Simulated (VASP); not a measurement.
# HfSi3O8 (C2) in VASP: notebook

Aim: see how the results for HfSi3O8 move with the level of theory and the settings. Levels: PBEsol, r2SCAN. Tasks: single point.

All numbers are computed with VASP 6.6.1; they aren't measurements. Logs are shortened: lines on timing, memory, paths and dates and some standing lists are left out, and cuts for length are marked.

### Step 1. The cell of the first run

Symmetry: C2, No. 5, monoclinic system. Conventional cell: a = 7.531 Å, b = 7.669 Å, c = 7.592 Å, α = 90.00°, β = 90.05°, γ = 90.00°. Hf (site symmetry 2) has 4 O at 1.94 to 1.95 Å within 2.6 Å. Si (site symmetry 1) has 4 O at 1.62 to 1.63 Å within 2.2 Å. Within 2.2 Å of Si (site symmetry 2) lie 4 O at 1.63 Å. Within 2.2 Å of O (site symmetry 1) lie 1 Si at 1.62 Å and 1 Hf at 1.95 Å. Within 2.2 Å of O (site symmetry 1) lie 2 Si at 1.63 Å. Within 2.2 Å of O (site symmetry 1) lie 1 Si at 1.63 Å and 1 Hf at 1.94 Å. O (site symmetry 1) has 2 Si at 1.63 Å within 2.2 Å.

### Step 2. Single point, PBEsol

Input file INCAR:

```
SYSTEM = HfSi3O8
ALGO = Normal
EDIFF = 1E-7
ENCUT = 520
GGA = PS
ISIF = 2
ISMEAR = 0
LASPH = .TRUE.
LCHARG = .FALSE.
LREAL = .FALSE.
LWAVE = .FALSE.
NBANDS = 47
NELM = 80
PREC = Accurate
SIGMA = 0.02
```

Input file KPOINTS:

```
k-points
0
G
  4 4 4
  0 0 0
```

Input file POSCAR:

```
HfSi3O8
1.0
    3.7653040292     -3.8343518500     -0.0002810189
    3.7653040292      3.8343518500     -0.0002810189
   -0.0055413388      0.0000000000      7.5922451933
Hf Si O
1 3 8
Direct
    0.9800850504      0.0199149496      0.0000000000
    0.0234785400      0.5240264492      0.2687319324
    0.4759735508      0.9765214600      0.7312680676
    0.5226188607      0.4773811393      0.5000000000
    0.0376683317      0.8130296834      0.2063065582
    0.5368816546      0.2394060768      0.6315651398
    0.0308747002      0.3553667624      0.0898441455
    0.5412193052      0.7400279008      0.6063190908
    0.6446332376      0.9691252998      0.9101558545
    0.2599720992      0.4587806948      0.3936809092
    0.1869703166      0.9623316683      0.7936934418
    0.7605939232      0.4631183454      0.3684348602
```

Potentials or basis: VASP PAW PBE potentials, release 64 (Hf_pv, Si, O).

On the command line:

```
> cat potpaw_PBE.64/Hf_pv/POTCAR potpaw_PBE.64/Si/POTCAR potpaw_PBE.64/O/POTCAR > POTCAR
> mpirun -np 1 vasp_std > vasp.out
```

OUTCAR:

```text
SYSTEM = HfSi3O8
   EDIFF = 1E-7
   ENCUT = 520
   GGA = PS
   ISIF = 2
   ISMEAR = 0
   LASPH = .TRUE.
   LREAL = .FALSE.
   NELM = 80
   PREC = Accurate

 ion  position               nearest neighbor table
   1  0.980  0.020  0.000-   7 1.94   9 1.94   5 1.95  11 1.95   2 3.37   3 3.37   2 3.40   3 3.40

   2  0.023  0.524  0.269-   5 1.62  10 1.63  12 1.63   7 1.63   1 3.37   1 3.40
   3  0.476  0.977  0.731-  11 1.62   8 1.63   6 1.63   9 1.63   1 3.37   1 3.40
   4  0.523  0.477  0.500-   6 1.63  12 1.63  10 1.63   8 1.63
   5  0.038  0.813  0.206-   2 1.62   1 1.95
   6  0.537  0.239  0.632-   4 1.63   3 1.63
   7  0.031  0.355  0.090-   2 1.63   1 1.94
   8  0.541  0.740  0.606-   4 1.63   3 1.63
   9  0.645  0.969  0.910-   3 1.63   1 1.94
  10  0.260  0.459  0.394-   4 1.63   2 1.63
  11  0.187  0.962  0.794-   3 1.62   1 1.95
  12  0.761  0.463  0.368-   4 1.63   2 1.63

  LATTYP: Found a base centered monoclinic cell.
 ALAT       =     7.5306080794
 B/A-ratio  =     1.0183379110
 C/A-ratio  =     1.0081851473
 COS(beta)  =    -0.0008045018

  Lattice vectors:

 A1 = (   3.7653040292,  -3.8343518500,  -0.0002810189)
 A2 = (   3.7653040292,   3.8343518500,  -0.0002810189)
 A3 = (  -0.0055413388,   0.0000000000,   7.5922451933)

Analysis of symmetry for initial positions (statically):
=====================================================================
 Subroutine PRICEL returns:
 Original cell was already a primitive cell.

 Routine SETGRP: Setting up the symmetry group for a
 base centered monoclinic supercell.

 Subroutine GETGRP returns: Found  2 space group operations
 (whereof  2 operations were pure point group operations)
 out of a pool of  4 trial point group operations.

The static configuration has the point symmetry C_2 .

Analysis of symmetry for dynamics (positions and initial velocities):
=====================================================================
 Subroutine PRICEL returns:
 Original cell was already a primitive cell.

 Routine SETGRP: Setting up the symmetry group for a
 base centered monoclinic supercell.

 Subroutine GETGRP returns: Found  2 space group operations
 (whereof  2 operations were pure point group operations)
 out of a pool of  4 trial point group operations.

The dynamic configuration has the point symmetry C_2 .

 Subroutine INISYM returns: Found  2 space group operations
 (whereof  2 operations are pure point group operations),
 and found     1 'primitive' translations

[... 125 lines left out ...]
   NUPDOWN=      -1.0000    fix difference up-down
   EMIN   =  10.00;   EMAX   =-10.00  energy-range for DOS
   EFERMI =   0.00;   METHOD = LEGACY
   ISMEAR =     0;   SIGMA  =   0.02  broadening in eV -4-tet -1-fermi 0-gaus
   EFERMI_NEDOS =   21; number of points for ismear=-14 and -15
   IALGO  =     38    algorithm
   IMIX   =      4    mixing-type and parameters
     AMIX     =   0.40;   BMIX     =  1.00
     AMIX_MAG =   1.60;   BMIX_MAG =  1.00
  volume/ion in A,a.u.               =      18.27       123.28
  Fermi-wavevector in a.u.,A,eV,Ry     =   1.118949  2.114506 17.035117  1.252046
  Thomas-Fermi vector in A             =   2.255584
   LORBIT       =      0    0 simple, 1 ext, 2 COOP (PROOUT), +10 PAW based schemes
   GGA     = PS    functional components
   LHFCALC =     F    Hartree Fock is set to
   AEXX    =    0.0000 exact exchange contribution
   IVDW    =     0    specifies the selected vdW correction
   LEPSILON=     F    determine dielectric tensor
   LRPA    =     F    only Hartree local field effects (RPA)
 non-spin polarized calculation
 Gauss-broadening in eV      SIGMA  =   0.02
  energy-cutoff  :      520.00
  volume of cell :      219.23
 maximum number of plane-waves:      5924
   NGX = 19   NGY = 19   NGZ = 29

 number of electron      69.9999980 magnetization

 Free energy of the ion-electron system (eV)
  ---------------------------------------------------
  ext. energy  EPLUGINS =         0.00000000
  ---------------------------------------------------
  free energy    TOTEN  =      -104.54539679 eV

  energy without entropy =     -104.54539679  energy(sigma->0) =     -104.54539679

 E-fermi :  -1.2200     XC(G=0):  -7.6348

 val. band max:       -1.4206198177   @ k =   0.5000  -0.0000   0.5000
 cond. band min:       3.6996892539   @ k =   0.0000   0.0000   0.0000
 fundamental gap:      5.1203090717
 Fermi energy:        -1.2200116378

 k-point     1 :       0.0000    0.0000    0.0000
  band No.  band energies     occupation
      1     -30.1276      2.00000
      2     -30.1168      2.00000
      3     -30.1079      2.00000
      4     -20.2038      2.00000
      5     -19.3447      2.00000
      6     -18.5596      2.00000
[... 1189 lines left out ...]
     46       7.7526      0.00000
     47       8.3650      0.00000

------------------------ aborting loop because EDIFF is reached ----------------------------------------

  FORCE on cell =-STRESS in cart. coord.  units (eV):
  Direction    XX          YY          ZZ          XY          YZ          ZX
  --------------------------------------------------------------------------------------
  -------------------------------------------------------------------------------------
  Total       -2.8694175     -2.7506850     -3.0349907      0.0000000      0.0000000     -0.0551770
  in kB      -20.9706606    -20.1029238    -22.1807254      0.0000000      0.0000000     -0.4032517
  external PRESSURE =     -21.0847699 kB  Pullay stress =       0.0000000 kB

 VOLUME and BASIS-vectors are now :
 -----------------------------------------------------------------------------
  energy-cutoff  :      520.00
  volume of cell :      219.23
      direct lattice vectors                 reciprocal lattice vectors
     3.765304029 -3.834351850 -0.000281019     0.132791409 -0.130400135  0.000096920
     3.765304029  3.834351850 -0.000281019     0.132791409  0.130400135  0.000096920
    -0.005541339  0.000000000  7.592245193     0.000009830  0.000000000  0.131713351

 POSITION                                       TOTAL-FORCE (eV/Angst)
 -----------------------------------------------------------------------------------
      3.76530     -3.68163     -0.00028        -0.000000      0.033729      0.000000
      2.06003      1.91928      2.04012        -0.040636     -0.021288      0.019759
      5.46503      1.91928      5.55156         0.040636     -0.021288     -0.019759
      3.76253     -0.17346      3.79584        -0.000000     -0.014954      0.000000
      3.20199      2.97301      1.56609         0.056314      0.180496     -0.360068
      2.91946     -1.14063      4.79478        -0.054733      0.019877     -0.028474
      1.45382      1.24422      0.68201        -0.321968     -0.221767     -0.057401
      4.82093      0.76230      4.60296        -0.050314      0.033295      0.019303
      6.07125      1.24422      6.90967         0.321968     -0.221767      0.057401
      2.70414      0.76230      2.98872         0.050314      0.033295     -0.019303
      4.32307      2.97301      6.02559        -0.056314      0.180496      0.360068
      4.60561     -1.14063      2.79690         0.054733      0.019877      0.028474
 -----------------------------------------------------------------------------------
    total drift:                                0.000000      0.001615     -0.000000

  FREE ENERGIE OF THE ION-ELECTRON SYSTEM (eV)
  ---------------------------------------------------
  free  energy   TOTEN  =      -104.5453967890 eV

  energy  without entropy=     -104.5453967890  energy(sigma->0) =     -104.54539679
```

OSZICAR:

```text
N       E                     dE             d eps       ncg     rms          rms(c)
DAV:   1     0.480808250204E+03    0.48081E+03   -0.35238E+04  2256   0.133E+03
DAV:   2    -0.773651158739E+02   -0.55817E+03   -0.54314E+03  2898   0.329E+02
DAV:   3    -0.118816647047E+03   -0.41452E+02   -0.41284E+02  2600   0.931E+01
DAV:   4    -0.119462038867E+03   -0.64539E+00   -0.64401E+00  2968   0.127E+01
DAV:   5    -0.119474270459E+03   -0.12232E-01   -0.12228E-01  2735   0.167E+00    0.645E+01
DAV:   6    -0.104690157510E+03    0.14784E+02   -0.62709E+01  2665   0.354E+01    0.463E+01
DAV:   7    -0.104541294293E+03    0.14886E+00   -0.21962E+00  2656   0.766E+00    0.250E+01
DAV:   8    -0.104544100644E+03   -0.28064E-02   -0.30620E-01  2872   0.324E+00    0.324E+00
DAV:   9    -0.104535979061E+03    0.81216E-02   -0.60537E-02  2784   0.174E+00    0.212E+00
DAV:  10    -0.104542581985E+03   -0.66029E-02   -0.16456E-02  2600   0.660E-01    0.478E-01
DAV:  11    -0.104543110388E+03   -0.52840E-03   -0.48776E-03  2784   0.469E-01    0.560E-01
DAV:  12    -0.104545084852E+03   -0.19745E-02   -0.20216E-03  2522   0.267E-01    0.103E-01
DAV:  13    -0.104545348172E+03   -0.26332E-03   -0.28781E-04  2792   0.865E-02    0.110E-01
DAV:  14    -0.104545384050E+03   -0.35878E-04   -0.10540E-04  2681   0.665E-02    0.327E-02
DAV:  15    -0.104545392684E+03   -0.86343E-05   -0.15027E-05  2760   0.192E-02    0.201E-02
DAV:  16    -0.104545396746E+03   -0.40620E-05   -0.79728E-06  2578   0.138E-02    0.832E-03
DAV:  17    -0.104545396789E+03   -0.42787E-07   -0.82323E-07  2952   0.511E-03
   1 F= -.10454540E+03 E0= -.10454540E+03  d E =-.718698E-47
```

stdout:

```text
POSCAR found type information on POSCAR HfSiO
 POSCAR found :  3 types and      12 ions
 scaLAPACK will be used
 -----------------------------------------------------------------------------
|                                                                             |
|                                                                             |
|     You enforced a specific xc type in the INCAR file but a different       |
|     I HOPE YOU KNOW WHAT YOU ARE DOING!                                     |
|                                                                             |
 -----------------------------------------------------------------------------

 LDA part: xc-table for (Slater+PW92), standard interpolation
 POSCAR, INCAR and KPOINTS ok, starting setup
 FFT: planning ... GRIDC
 FFT: planning ... GRID_SOFT
 FFT: planning ... GRID
 WAVECAR not read
 entering main loop
```

Wall time 3.7 min (1 thread of Intel Xeon Platinum 8488C (Sapphire Rapids), shared host); peak memory 0.41 GiB.

Results:

```yaml
Free_energy: -104.5454 eV
Pressure: -2.1 GPa
Largest_force: 0.407 eV/Å
Band_gap_on_the_k_mesh: 5.12 eV
```

Forces on the atoms (eV/Å):
```
Hf   0.000  0.034  0.000
Si  -0.041 -0.021  0.020
Si   0.041 -0.021 -0.020
Si   0.000 -0.015  0.000
O    0.056  0.180 -0.360
O   -0.055  0.020 -0.028
O   -0.322 -0.222 -0.057
O   -0.050  0.033  0.019
O    0.322 -0.222  0.057
O    0.050  0.033 -0.019
O   -0.056  0.180  0.360
O    0.055  0.020  0.028
```

Stress tensor (GPa, compression positive):
```
-2.10  0.00 -0.04
 0.00 -2.01  0.00
-0.04  0.00 -2.22
```

Caveat: the PAW data sets were made with another functional, which shifts forces and pressure a little; spin-orbit coupling is left out, which moves the levels of the heavy elements.

### Step 3. Single point, r2SCAN

POSCAR is that of step 2.

Input file INCAR.step1:

```
SYSTEM = HfSi3O8
  ALGO = Normal
  EDIFF = 1E-4
  ENCUT = 520
  GGA = PE
  ISMEAR = 0
  LASPH = .TRUE.
  LCHARG = .FALSE.
  LREAL = .FALSE.
  LWAVE = .TRUE.
  NBANDS = 47
  NELM = 80
  PREC = Accurate
  SIGMA = 0.02
```

Input file INCAR.step2:

```
SYSTEM = HfSi3O8
  ALGO = Normal
  EDIFF = 1E-6
  ENCUT = 520
  ISIF = 2
  ISMEAR = 0
  ISTART = 1
  LASPH = .TRUE.
  LCHARG = .FALSE.
  LMIXTAU = .TRUE.
  LREAL = .FALSE.
  LWAVE = .FALSE.
  METAGGA = R2SCAN
  NBANDS = 47
  NELM = 80
  PREC = Accurate
  SIGMA = 0.02
```

KPOINTS is that of step 2.

Potentials or basis: VASP PAW PBE potentials, release 64 (Hf_pv, Si, O).

On the command line:

```
> cat potpaw_PBE.64/Hf_pv/POTCAR potpaw_PBE.64/Si/POTCAR potpaw_PBE.64/O/POTCAR > POTCAR
> cp INCAR.step1 INCAR
> mpirun -np 1 vasp_std > vasp.out
> cp INCAR.step2 INCAR
> mpirun -np 1 vasp_std > vasp.out
```

Wall time 9.7 min (1 thread of Intel Xeon Platinum 8488C (Sapphire Rapids), shared host); peak memory 0.44 GiB.

Results (log left out):

```
Free energy            : -156.7364 eV
Pressure               : -3.6 GPa
Largest force          : 0.288 eV/Å
Band gap on the k mesh : 5.68 eV
```

Forces on the atoms (eV/Å):
```
Hf   0.000  0.045  0.000
Si  -0.024 -0.011 -0.002
Si   0.024 -0.011  0.002
Si   0.000 -0.043  0.000
O   -0.166 -0.035 -0.234
O   -0.118  0.056 -0.058
O   -0.185 -0.088  0.190
O   -0.121  0.076  0.041
O    0.185 -0.088 -0.190
O    0.121  0.076 -0.041
O    0.166 -0.035  0.234
O    0.118  0.056  0.058
```

Stress tensor (GPa, compression positive):
```
-3.67  0.00 -0.03
 0.00 -3.57  0.00
-0.03  0.00 -3.68
```

Levels at points of the mesh, in eV from the valence-band top:
```csv
k point,band 32,band 33,band 34,band 35,band 36,band 37,band 38,band 39
"(0.00, 0.00, 0.00)",-0.48,-0.21,-0.02,0.00,5.68,7.10,7.37,7.60
"(0.50, 0.00, 0.00)",-0.62,-0.31,-0.21,-0.16,6.91,7.07,7.28,7.62
"(0.50, 0.50, 0.00)",-0.69,-0.51,-0.32,-0.29,6.87,7.02,7.59,7.90
"(0.00, 0.00, 0.50)",-0.33,-0.25,-0.17,-0.13,6.44,7.00,7.09,7.39
"(0.50, 0.00, 0.50)",-0.79,-0.46,-0.10,0.00,7.00,7.08,7.32,7.70
"(0.50, 0.50, 0.50)",-0.64,-0.61,-0.43,-0.29,6.90,7.09,7.57,7.87
```

Caveat: the cell stands under tension; the PAW data sets were made with another functional, which shifts forces and pressure a little; spin-orbit coupling is left out, which moves the levels of the heavy elements. A k mesh can miss the band edges.
